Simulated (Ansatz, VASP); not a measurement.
## One calculation of CdF2, two programs

```
CELL_PARAMETERS angstrom
0.00000 2.68914 2.48207
2.68914 0.00000 2.48207
2.68914 2.68914 0.00000
ATOMIC_POSITIONS crystal
Cd 0.00000 0.00000 0.00000
F 0.25000 0.25000 0.25000
F 0.75000 0.75000 0.75000
```

Alike in both runs: task single point; functional PBEsol; k mesh 8 × 8 × 8; occupations gaussian, width 0.05 eV; no spin polarisation.

|  | VASP | Ansatz |
| --- | --- | --- |
| version | VASP 6.6.1 | Ansatz 0.2.0 |
| potentials or method | VASP PAW PBE potentials, release 64 (Cd, F), cutoff 520 eV | scalar-relativistic, plane waves, PAW |
| valence electrons in the cell | 26 | 34 |

```csv
,VASP,Ansatz,Ansatz less VASP
gap on the k mesh at the Fermi level (eV),3.00,3.04,+0.039
least direct gap on the mesh (eV),3.42,3.46,+0.038
pressure (GPa),12.2,10.9,-1.29
"traceless stress, the component that is largest in VASP (GPa)",6.46,6.60,+0.132
```

VASP's potentials were made for PBE, not for PBEsol. VASP's potentials hold 26 valence electrons a cell and Ansatz's 34, so a difference there can come from the potentials and not from the codes.
